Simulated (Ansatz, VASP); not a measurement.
**Co: VASP beside Ansatz**

The input INCAR:

```
SYSTEM = Co
PREC = Accurate
ENCUT = 520
EDIFF = 1E-6
ISMEAR = -1
SIGMA = 0.05
LREAL = .False.
LASPH = .True.
NELM = 150
ALGO = Normal
ISIF = 2
LWAVE = .False.
LCHARG = .False.
ISPIN = 2
MAGMOM = 1.577 1.603 1.603
LORBIT = 11
LMAXMIX = 4
NBANDS = 24
```

Contents of KPOINTS:

```
Automatic mesh
0
Gamma
  11 11 15
  0 0 0
```

Contents of POSCAR:

```
Co
1.0
    4.0040392352      0.0000000000      0.0000000000
   -2.0020196176      3.4675996954      0.0000000000
    0.0000000000      0.0000000000      2.4682080514
Co
3
Direct
    0.0000000000      0.0000000000      0.0000000000
    0.3333333333      0.6666666667      0.5000000000
    0.6666666667      0.3333333333      0.5000000000
```

Input for Ansatz:

```yaml
crystal:
  lattice:
    - [4.0040392352, 0.0, 0.0]
    - [-2.0020196176, 3.4675996954, 0.0]
    - [0.0, 0.0, 2.4682080514]
  atoms:
    - { symbol: Co, position: [0.0, 0.0, 0.0], spin: 1.577 }
    - { symbol: Co, position: [0.3333333333, 0.6666666667, 0.5], spin: 1.603 }
    - { symbol: Co, position: [0.6666666667, 0.3333333333, 0.5], spin: 1.603 }
hamiltonian:
  xc: lda
  pseudopotentials:
    kind: paw
    azcp:
      Co: "pseudopotentials/Co.paw.azcp"
basis:
  ecutwfc: 420
  fft_grid_basis: typed
kpoints:
  mp_grid: { grid: [11, 11, 15], shift: [0, 0, 0] }
magnetization:
  spin_polarized: true
scf:
  occupations: { method: fermi_dirac, width: 0.05 }
  lower_state_search: "off"
output:
  stress: true
```

Alike in both runs: task single point; functional LDA; k mesh 11 × 11 × 15; occupations fermi-dirac, width 0.05 eV; collinear spin.

|  | VASP | Ansatz |
| --- | --- | --- |
| version | VASP 6.6.1 | Ansatz 0.2.0 |
| potentials or method | VASP PAW LDA potentials, release 64 (Co), cutoff 520 eV | plane waves (420 eV) with PAW, scalar-relativistic |
| valence electrons in the cell | 27 | 51 |

|  | VASP | Ansatz | Ansatz less VASP |
| --- | --- | --- | --- |
| pressure (GPa) | -23.4 | -22.8 | +0.54 |
| traceless stress, the component that is largest in VASP (GPa) | 1.06 | 1.00 | -0.056 |
| net moment per atom (μB) | 1.62 | 1.65 | +0.023 |
| size of the moment on the site where the two differ most (μB) | 1.61 | 1.68 | +0.067 |

Ansatz warns that its potentials were made for another functional, while VASP's fit it. LDA's correlation is that of Perdew and Zunger in VASP and of Perdew and Wang (1992) in Ansatz. Site moments also hang on the region over which each program counts them. VASP's potentials hold 27 valence electrons a cell and Ansatz's 51, so a difference there can come from the potentials and not from the codes.
